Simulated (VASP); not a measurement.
SiNi3, 4 atoms in the cell. Symmetry: Pm-3m, No. 221, cubic system. The conventional cell has a = 3.461 Å, b = 3.461 Å, c = 3.461 Å, α = 90.00°, β = 90.00°, γ = 90.00°. Si (site symmetry m-3m) has 12 Ni at 2.45 Å within 3.2 Å. Ni (site symmetry 4/mmm) has 4 Si at 2.45 Å and 8 Ni at 2.45 Å within 3.2 Å. 

| Quantity | Value |
| --- | --- |
| Program | VASP 6.6.1 |
| Task | single point |
| Functional | PBEsol |
| Potentials or basis | VASP PAW PBE potentials, release 64 (Si, Ni) |
| Cutoff | 520 eV |
| k mesh | 10 × 10 × 10 |
| Occupations | gaussian, width 0.15 eV |
| Spin | no spin polarisation |
| Dipole correction | no |
| Further INCAR settings | ALGO = Fast; EDIFF = 1e-06; NBANDS = 25 |

Potentials or basis: VASP PAW PBE potentials, release 64 (Si, Ni).

Launch:

```sh
$ cat potpaw_PBE.64/Si/POTCAR potpaw_PBE.64/Ni/POTCAR > POTCAR
$ mpirun -np 1 vasp_std > vasp.out
```

Hardware: 1 thread of AMD EPYC 7R13 Processor (Zen 3), on a shared host.

Q: Estimate the wall time of this run.

A: Wall time 45 s on 1 thread of AMD EPYC 7R13 Processor (Zen 3) (shared host), peak memory 0.15 GiB. Counts: scf iterations 16, k points 56.
